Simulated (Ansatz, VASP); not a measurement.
# Two plane-wave programs on Al2Cu

File INCAR:

```
SYSTEM = Al2Cu
PREC = Accurate
ENCUT = 520
EDIFF = 1E-6
ISMEAR = 0
SIGMA = 0.15
LREAL = .False.
LASPH = .True.
NELM = 80
ALGO = Fast
ISIF = 2
LWAVE = .False.
LCHARG = .False.
GGA = CA
NBANDS = 16
```

File KPOINTS:

```
regular mesh
0
Gamma
  14 14 14
  0 0 0
```

The input POSCAR:

```
Al2Cu
1.0
   -2.0046693320      2.0046693320      2.7406000000
    2.0046693320     -2.0046693320      2.7406000000
    2.0046693320      2.0046693320     -2.7406000000
Al Cu
2 1
Direct
    0.7500000000      0.2500000000      0.5000000000
    0.2500000000      0.7500000000      0.5000000000
    0.5000000000      0.5000000000      0.0000000000
```

Input for Ansatz:

```yaml
crystal:
  lattice:
    - [-2.004669332, 2.004669332, 2.7406]
    - [2.004669332, -2.004669332, 2.7406]
    - [2.004669332, 2.004669332, -2.7406]
  atoms:
    - { symbol: Al, position: [0.75, 0.25, 0.5] }
    - { symbol: Al, position: [0.25, 0.75, 0.5] }
    - { symbol: Cu, position: [0.5, 0.5, 0.0] }
basis:
  ecutwfc: 520.0
kpoints:
  mp_grid: { grid: [14, 14, 14] }
hamiltonian:
  xc: lda
  pseudopotentials: { kind: paw, azcp: { folder: soft_1 } }
scf:
  occupations: { method: gaussian, width: 0.15 }
output:
  forces: true
  stress: true
  eigenvalues: true
```

Alike in both runs: task single point; functional LDA; k mesh 14 × 14 × 14; occupations gaussian, width 0.15 eV; no spin polarisation.

|  | VASP | Ansatz |
| --- | --- | --- |
| version | VASP 6.6.1 | Ansatz 0.2.0 |
| potentials or method | VASP PAW LDA potentials, release 64 (Al, Cu), cutoff 520 eV | scalar-relativistic, plane waves, PAW |
| valence electrons in the cell | 17 | 25 |

```tsv
	VASP	Ansatz	Ansatz less VASP
gap on the k mesh at the Fermi level (eV)	none	none	-
pressure (GPa)	4.7	4.1	-0.50
traceless stress, the component that is largest in VASP (GPa)	2.87	2.88	+0.008
```

Ansatz warns that its potentials were made for another functional, while VASP's fit it. LDA's correlation is that of Perdew and Zunger in VASP and of Perdew and Wang (1992) in Ansatz. A gap of «none» marks a metal or a gap that the smearing closes. VASP's potentials hold 17 valence electrons a cell and Ansatz's 25, so a difference there can come from the potentials and not from the codes.
